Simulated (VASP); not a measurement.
Write the native input for VASP 6.6.1 that does the following.

```yaml
Task: single point
Functional: PBEsol
Potentials_or_basis: VASP PAW PBE potentials, release 64 (Cr_pv, N)
Cutoff: 520 eV
k_mesh: 7 × 6 × 10
Occupations: fermi-dirac, width 0.05 eV
Spin: collinear spin, ferrimagnetic start
Starting_moments: "[3.0, -1.5, 0.0, 0.0, 0.0, 0.0] μB"
Dipole_correction: no
Further_INCAR_settings: ALGO = Normal; EDIFF = 1e-06; NBANDS = 35
```

The structure of CrN2 lies in POSCAR:

```
CrN2
1.0
    3.9017860000      0.0000000000      0.0000000000
    0.0000000000      4.8095120000      0.0000000000
    0.0000000000      0.0000000000      2.7841700000
Cr N
2 4
Direct
    0.0000000000      0.0000000000      0.0000000000
    0.5000000000      0.5000000000      0.5000000000
    0.8661700000      0.5887750000      0.0000000000
    0.1338300000      0.4112250000      0.0000000000
    0.3661700000      0.9112250000      0.5000000000
    0.6338300000      0.0887750000      0.5000000000
```

The input as run:

INCAR

```
  PREC = Accurate
  ENCUT = 520
  EDIFF = 1E-6
  ISMEAR = -1
  SIGMA = 0.05
  LREAL = F
  LASPH = T
  NELM = 150
  ALGO = Normal
  ISIF = 2
  LWAVE = F
  LCHARG = T
  ISPIN = 2
  MAGMOM = 3 -1.5 0 0 0 0
  LORBIT = 11
  LMAXMIX = 4
  GGA = PS
  LELF = T
  LVHAR = T
  NBANDS = 35
```

KPOINTS

```
Automatic mesh
0
Gamma
  7 6 10
```

Potentials or basis: VASP PAW PBE potentials, release 64 (Cr_pv, N).

The run is started by

```bash
$ cat potpaw_PBE.64/Cr_pv/POTCAR potpaw_PBE.64/N/POTCAR > POTCAR
$ mpirun -np 1 vasp_std > vasp.out
```

It gave:

| Property | Result |
| --- | --- |
| Pressure | -10.3 GPa |
| Largest force | 0.337 eV/Å |
| Band gap on the k mesh | zero (filled and empty bands overlap) |
| Net moment | 0.00 μB per cell |
| Site moments | Cr +1.97, -1.97; N +0.05, -0.05 (each value once) μB |
| Valence electrons inside the program's atomic spheres | Cr 10.87; N 3.75 |

Caveat: the cell stands under tension; the PAW data sets were made with another functional, which shifts forces and pressure a little.

It took 13 min on 1 thread of Intel Xeon 8259CL, with other jobs on the host, peak memory 0.43 GiB.
